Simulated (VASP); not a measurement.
Here is a VASP 6.6.1 calculation.

INCAR

```
ALGO = Normal ; EDIFF = 1E-6
ENCUT = 520 ; GGA = PE
ISIF = 2 ; ISMEAR = 0
LASPH = T ; LCHARG = T
LELF = T ; LREAL = F
LVHAR = T ; LWAVE = F
NBANDS = 15 ; NELM = 60
PREC = Accurate ; SIGMA = 0.1
```

Contents of KPOINTS:

```
k-points
0
Gamma
  6 6 4
```

POSCAR

```
AlIn
1.0
    3.0951446700     -0.0000000028      0.0000000000
   -1.5475723326      2.6804739140      0.0000000000
    0.0000000000      0.0000000000      5.6747838366
Al In
1 1
Direct
    0.0000000000      0.0000000000      0.0000000000
    0.0000000000      0.0000000000      0.5000000000
```

Potentials or basis: VASP PAW PBE potentials, release 64 (Al, In_d).

Launch:

```sh
$ cat potpaw_PBE.64/Al/POTCAR potpaw_PBE.64/In_d/POTCAR > POTCAR
$ mpirun -np 1 vasp_std > vasp.out
```

(1) Estimate the pressure.

(2) What does it give for the band gap on the k mesh?

## Answers

(1) 0.0 GPa.

(2) zero (bands 8 and 9 overlap by 4.51 eV).

Caveat: the k points lie up to 0.39 Å⁻¹ apart, too coarse for converged energies and pressures of a metal; spin-orbit coupling is left out, which moves the levels of the heavy elements.
